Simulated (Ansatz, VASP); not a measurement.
## Ca: VASP beside Ansatz

Contents of INCAR:

```
PREC = Accurate
ENCUT = 520
EDIFF = 1E-6
ISMEAR = 0
SIGMA = 0.1
LREAL = F
LASPH = T
NELM = 60
ALGO = Normal
ISIF = 2
LWAVE = F
LCHARG = F
GGA = PS
NBANDS = 11
```

The input KPOINTS:

```
regular mesh
0
Gamma
  12 12 12
```

The input POSCAR:

```
Ca
1.0
    3.3701117976      0.0000000000      0.0000000000
    0.0000000000      3.3701117976      0.0000000000
    0.0000000000      0.0000000000      3.3701117976
Ca
1
Direct
    0.0000000000      0.0000000000      0.0000000000
```

Input for Ansatz:

```yaml
crystal:
  lattice:
    - [3.3701117976, 0.0, 0.0]
    - [0.0, 3.3701117976, 0.0]
    - [0.0, 0.0, 3.3701117976]
  atoms:
    - { symbol: Ca, position: [0.0, 0.0, 0.0] }
basis:
  ecutwfc: 420
kpoints:
  mp_grid: { grid: [12, 12, 12] }
hamiltonian:
  xc: pbesol
scf:
  occupations: { method: gaussian, width: 0.1 }
output:
  forces: true
  stress: true
  eigenvalues: true
```

Alike in both runs: task single point; functional PBEsol; k mesh 12 × 12 × 12; occupations gaussian, width 0.1 eV; no spin polarisation.

```csv
,VASP,Ansatz
version,VASP 6.6.1,Ansatz 0.2.0
potentials or method,"VASP PAW PBE potentials, release 64 (Ca_sv), cutoff 520 eV","scalar-relativistic, plane waves, PAW"
valence electrons in the cell,10,10
```

|  | VASP | Ansatz | Ansatz less VASP |
| --- | --- | --- | --- |
| gap on the k mesh at the Fermi level (eV) | none | none | - |
| pressure (GPa) | 0.9 | 0.9 | +0.01 |

VASP's potentials were made for PBE, not for PBEsol. A gap of «none» marks a metal or a gap that the smearing closes. The functional is the same, so the differences come from potentials, cutoffs and numerics.
